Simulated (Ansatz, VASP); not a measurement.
# SnO: VASP beside Ansatz

```
Sn O
1.0
     3.82015    0.00030    0.00000
    -0.00031    3.82015    0.00000
     0.00000    0.00000   22.22607
Sn O
4 4
Direct
  0.99995 0.99995 0.20246
  0.49995 0.49995 0.30878
  0.62495 0.87495 0.49775
  0.12495 0.37495 0.60407
  0.99995 0.49995 0.25562
  0.49995 0.99995 0.25562
  0.62495 0.37495 0.55091
  0.12495 0.87495 0.55091
```

Alike in both runs: task single point; functional PBE; dispersion D3(BJ); k mesh 7 × 7 × 1; occupations gaussian, width 0.05 eV; no spin polarisation.

|  | VASP | Ansatz |
| --- | --- | --- |
| version | VASP 6.6.1 | Ansatz 0.2.0 |
| potentials or method | VASP PAW PBE potentials, release 64 (Sn_d, O), cutoff 520 eV | scalar-relativistic, plane waves, PAW |
| valence electrons in the cell | 80 | 80 |

|  | VASP | Ansatz | Ansatz less VASP |
| --- | --- | --- | --- |
| gap on the k mesh at the Fermi level (eV) | 2.51 | 2.52 | +0.007 |
| least direct gap on the mesh (eV) | 2.57 | 2.61 | +0.043 |
| rms of the force components (eV/Å) | 0.046 | 0.014 | -0.0316 |
